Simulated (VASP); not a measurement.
# Al16CN16 (a cell with a defect) in VASP: further runs, part 2 of 2

VASP 6.6.1. Earlier steps stand in the parts before.

## Step 3: Single point, r2SCANh, collinear spin

Input file POSCAR:

```
Al16CN16
1.0
    6.2595139128      0.0000000578      0.0000000000
   -3.1297570064      5.4208980350      0.0000000000
    0.0000000000      0.0000000000     10.0348065929
Al N C
16 16 1
Direct
    0.3333333333      0.1666666667      0.2496176900
    0.1666666667      0.3333333333      0.4996176900
    0.3333333333      0.1666666667      0.7496176900
    0.1666666667      0.3333333333      0.9996176900
    0.3333333333      0.6666666667      0.2496176900
    0.1666666667      0.8333333333      0.4996176900
    0.3333333333      0.6666666667      0.7496176900
    0.1666666667      0.8333333333      0.9996176900
    0.8333333333      0.1666666667      0.2496176900
    0.6666666667      0.3333333333      0.4996176900
    0.8333333333      0.1666666667      0.7496176900
    0.6666666667      0.3333333333      0.9996176900
    0.8333333333      0.6666666667      0.2496176900
    0.6666666667      0.8333333333      0.4996176900
    0.8333333333      0.6666666667      0.7496176900
    0.6666666667      0.8333333333      0.9996176900
    0.3333333333      0.1666666667      0.4403823100
    0.1666666667      0.3333333333      0.1903823100
    0.3333333333      0.1666666667      0.9403823100
    0.1666666667      0.3333333333      0.6903823100
    0.3333333333      0.6666666667      0.4403823100
    0.1666666667      0.8333333333      0.1903823100
    0.3333333333      0.6666666667      0.9403823100
    0.1666666667      0.8333333333      0.6903823100
    0.8333333333      0.1666666667      0.4403823100
    0.6666666667      0.3333333333      0.1903823100
    0.8333333333      0.1666666667      0.9403823100
    0.6666666667      0.3333333333      0.6903823100
    0.8333333333      0.6666666667      0.4403823100
    0.6666666667      0.8333333333      0.1903823100
    0.8333333333      0.6666666667      0.9403823100
    0.6666666667      0.8333333333      0.6903823100
    0.0000000000      0.0000000000      0.3450000000
```

Input file INCAR.step1:

```
SYSTEM = Al16CN16
PREC     = Accurate       ! precision mode
ENCUT    = 580            ! plane-wave cutoff, eV
EDIFF    = 1E-5           ! SCF threshold, eV
ISMEAR   = -1             ! smearing method
SIGMA    = 0.01           ! smearing width, eV
LREAL    = Auto         
LASPH    = .True.         ! aspherical terms in the spheres
NELM     = 200            ! most SCF steps
ALGO     = Normal         ! electronic algorithm
ISIF     = 2              ! what is computed and relaxed
LWAVE    = .True.         ! write WAVECAR
ISPIN    = 2              ! spin polarisation
MAGMOM   = 0.01 0 0 0 0 0 0 0 0 0.02 0 0 0 0 0 0 0.08 0.04 0 0 0 0 0.01 0 0 0 0 0.03 0.1 0.03 0 0 0.55 ! initial moments
LORBIT   = 11             ! projections on sites
NUPDOWN  = 1.0            ! fixed moment
GGA      = PE             ! functional
NELECT   = 131.0        
NBANDS   = 92             ! bands
GGA_COMPAT= .False.      
ISYM     = -1
```

Input file INCAR.step2:

```
SYSTEM = Al16CN16
PREC     = Accurate       ! precision mode
ENCUT    = 580            ! plane-wave cutoff, eV
EDIFF    = 1E-6           ! SCF threshold, eV
ISMEAR   = -1             ! smearing method
SIGMA    = 0.01           ! smearing width, eV
LREAL    = Auto         
LASPH    = .True.         ! aspherical terms in the spheres
NELM     = 200            ! most SCF steps
ALGO     = Normal         ! electronic algorithm
ISIF     = 2              ! what is computed and relaxed
LWAVE    = .False.        ! write WAVECAR
LCHARG   = .True.         ! write CHGCAR
ISPIN    = 2              ! spin polarisation
MAGMOM   = 0.01 0 0 0 0 0 0 0 0 0.02 0 0 0 0 0 0 0.08 0.04 0 0 0 0 0.01 0 0 0 0 0.03 0.1 0.03 0 0 0.55 ! initial moments
LORBIT   = 11             ! projections on sites
NUPDOWN  = 1.0            ! fixed moment
METAGGA  = R2SCAN         ! meta-GGA
LHFCALC  = .True.         ! exact exchange
AEXX     = 0.1            ! exact-exchange fraction
LMIXTAU  = .True.       
PRECFOCK = Fast         
LELF     = .True.         ! ELF
LVHAR    = .True.       
ISTART   = 1            
NELECT   = 131.0        
NBANDS   = 92             ! bands
GGA_COMPAT= .False.      
ISYM     = -1
```

Input file KPOINTS:

```
explicit points
1
Reciprocal
  0.25000000   0.25000000   0.25000000 1
```

Potentials or basis: VASP PAW PBE potentials, release 64 (Al, N, C).

Launch:

```
$ cat potpaw_PBE.64/Al/POTCAR potpaw_PBE.64/N/POTCAR potpaw_PBE.64/C/POTCAR > POTCAR
$ cp INCAR.step1 INCAR
$ mpirun -np 1 vasp_std > vasp.out
$ cp INCAR.step2 INCAR
$ mpirun -np 1 vasp_std > vasp.out
```

OUTCAR:

```text
SYSTEM = Al16CN16
   PREC = Accurate
   ENCUT = 580
   EDIFF = 1E-6
   ISMEAR = -1
   LREAL = Auto
   LASPH = .True.
   NELM = 200
   ISIF = 2
   ISPIN = 2
   LORBIT = 11
   NUPDOWN = 1.0
   METAGGA = R2SCAN
   LHFCALC = .True.
   AEXX = 0.1
   PRECFOCK = Fast
   ISTART = 1
   NELECT = 131.0
   ISYM = -1

 ion  position               nearest neighbor table
   1  0.333  0.167  0.250-  18 1.90  26 1.90  22 1.90  17 1.91  33 2.04   4 3.09   2 3.09  12 3.09
                            10 3.09   8 3.09   6 3.09   9 3.13   9 3.13   5 3.13   5 3.13  13 3.13
   2  0.167  0.333  0.500-  17 1.90  25 1.90  21 1.90  20 1.91  33 2.38   3 3.09   1 3.09  11 3.09
                             9 3.09   7 3.09   5 3.09  10 3.13  10 3.13   6 3.13   6 3.13  14 3.13
   3  0.333  0.167  0.750-  20 1.90  28 1.90  24 1.90  19 1.91   2 3.09   4 3.09  10 3.09  12 3.09
                             6 3.09   8 3.09  11 3.13  11 3.13   7 3.13   7 3.13  15 3.13  15 3.13
   4  0.167  0.333  1.000-  19 1.90  27 1.90  23 1.90  18 1.91   1 3.09   3 3.09   9 3.09  11 3.09
                             5 3.09   7 3.09  12 3.13  12 3.13   8 3.13   8 3.13  16 3.13  16 3.13
   5  0.333  0.667  0.250-  22 1.90  30 1.90  18 1.90  21 1.91   6 3.09   8 3.09  14 3.09  16 3.09
[... 442 lines left out ...]
    total drift:                                0.000849      0.000359     -0.130526

  FREE ENERGIE OF THE ION-ELECTRON SYSTEM (eV)
  ---------------------------------------------------
  free  energy   TOTEN  =      -334.1676242385 eV

  energy  without entropy=     -334.1676242385  energy(sigma->0) =     -334.16762424

 total charge

# of ion       s       p       d       tot
------------------------------------------
    1        0.387   0.451   0.000   0.838
    2        0.388   0.438   0.000   0.826
    3        0.389   0.436   0.000   0.825
    4        0.390   0.435   0.000   0.825
    5        0.388   0.437   0.000   0.825
    6        0.387   0.440   0.000   0.827
[... 25 lines left out ...]
   32        1.233   2.630   0.000   3.863
   33        1.089   1.172   0.000   2.261
--------------------------------------------------
tot         27.142  50.103   0.000  77.245

 magnetization (x)

# of ion       s       p       d       tot
------------------------------------------
    1       -0.002   0.004   0.000   0.002
    2       -0.001  -0.001   0.000  -0.002
    3       -0.000   0.000   0.000  -0.000
    4        0.000   0.001   0.000   0.002
    5        0.000   0.001   0.000   0.001
    6       -0.001  -0.001   0.000  -0.002
[... 25 lines left out ...]
   32       -0.000  -0.000   0.000  -0.000
   33        0.023   0.394   0.000   0.417
--------------------------------------------------
tot          0.097   0.599   0.000   0.696
```

OUTCAR.step1:

```text
SYSTEM = Al16CN16
   PREC = Accurate
   ENCUT = 580
   EDIFF = 1E-5
   ISMEAR = -1
   LREAL = Auto
   LASPH = .True.
   NELM = 200
   ISIF = 2
   ISPIN = 2
   LORBIT = 11
   NUPDOWN = 1.0
   GGA = PE
[... 492 lines left out ...]
--------------------------------------------------
tot         26.735  49.370   0.000  76.105

 magnetization (x)

# of ion       s       p       d       tot
------------------------------------------
    1       -0.001   0.005   0.000   0.004
    2       -0.000  -0.001   0.000  -0.001
    3       -0.000   0.000   0.000   0.000
    4        0.000   0.001   0.000   0.002
    5       -0.000   0.001   0.000   0.000
    6       -0.000  -0.001   0.000  -0.001
[... 25 lines left out ...]
   32       -0.000   0.000   0.000   0.000
   33        0.016   0.372   0.000   0.388
--------------------------------------------------
tot          0.093   0.560   0.000   0.653
```

OSZICAR.step1:

```text
N       E                     dE             d eps       ncg     rms          rms(c)
DAV:   1     0.553330215306E+03    0.55333E+03   -0.64077E+04   368   0.140E+03
DAV:   2    -0.223420276644E+03   -0.77675E+03   -0.74561E+03   464   0.279E+02
[... 12 lines left out ...]
DAV:  15    -0.248278635951E+03   -0.49120E-04   -0.52266E-04   448   0.464E-02    0.994E-02
DAV:  16    -0.248278677498E+03   -0.41547E-04   -0.36269E-04   416   0.397E-02    0.891E-02
DAV:  17    -0.248278674892E+03    0.26061E-05   -0.74014E-04   448   0.519E-02    0.609E-02
DAV:  18    -0.248278630476E+03    0.44416E-04   -0.58534E-04   432   0.664E-02    0.320E-02
DAV:  19    -0.248278659295E+03   -0.28819E-04   -0.17491E-04   408   0.345E-02    0.300E-02
DAV:  20    -0.248278665092E+03   -0.57975E-05   -0.42033E-05   272   0.161E-02
   1 F= -.24827867E+03 E0= -.24827867E+03  d E =-.134938E-06  mag=     1.0000
```

Run time: 24 min. Hardware: 1 thread of Intel Xeon Platinum 8488C (Sapphire Rapids), shared host; peak memory 0.74 GiB.

Results:

* Free energy: -334.1676 eV
* Largest force: 2.387 eV/Å
* Net moment: 1.00 μB per cell
* Site moments: Al +0.00, -0.00, +0.04 (each value once); N +0.07, +0.03, -0.00, +0.00, +0.01, +0.02, +0.08 (each value once); C +0.42 μB
* Valence electrons inside the program's atomic spheres: Al 0.84, 0.83, 0.82, 0.81 (each value once); N 3.85, 3.86 (each value once); C 2.26

Forces on the atoms (eV/Å):
```
Al   0.227  0.754 -1.350
Al   0.251  1.443  1.452
Al  -0.205 -0.011  0.565
Al   0.095 -0.117 -0.233
Al   0.075 -0.072 -0.207
Al   1.432 -0.867  1.701
Al  -0.147  0.097  0.355
Al   0.013 -0.017 -0.504
Al  -1.066  0.634 -2.014
Al   0.028  0.043  1.525
Al  -0.035  0.017  0.642
Al   0.144 -0.084 -0.226
Al  -0.546 -0.761 -1.392
Al  -1.019 -0.900  1.369
Al  -0.091  0.188  0.564
Al   0.166 -0.019 -0.263
N    0.614  0.193  0.730
N    0.030  0.997 -0.524
N   -0.151  0.103 -0.007
N    0.193 -0.228 -0.770
N   -0.210  0.122 -0.284
N    0.563 -0.295  0.225
N   -0.235  0.132  0.054
N    0.076 -0.046 -0.734
N    0.678 -0.339 -0.232
N    0.227 -0.131  0.706
N   -0.208  0.117 -0.054
N    0.241 -0.155 -0.904
N    0.207 -0.800  0.765
N   -0.767 -0.519 -0.472
N   -0.180  0.095  0.001
N    0.268 -0.037 -0.763
C   -0.667  0.465  0.278
```

Caveat: the cell carries a net charge on a neutralising background, which shifts energy and pressure; the PAW data sets were made with another functional, which shifts forces and pressure a little; the total moment is fixed, so each spin has its own Fermi level and the state may be an excited one.
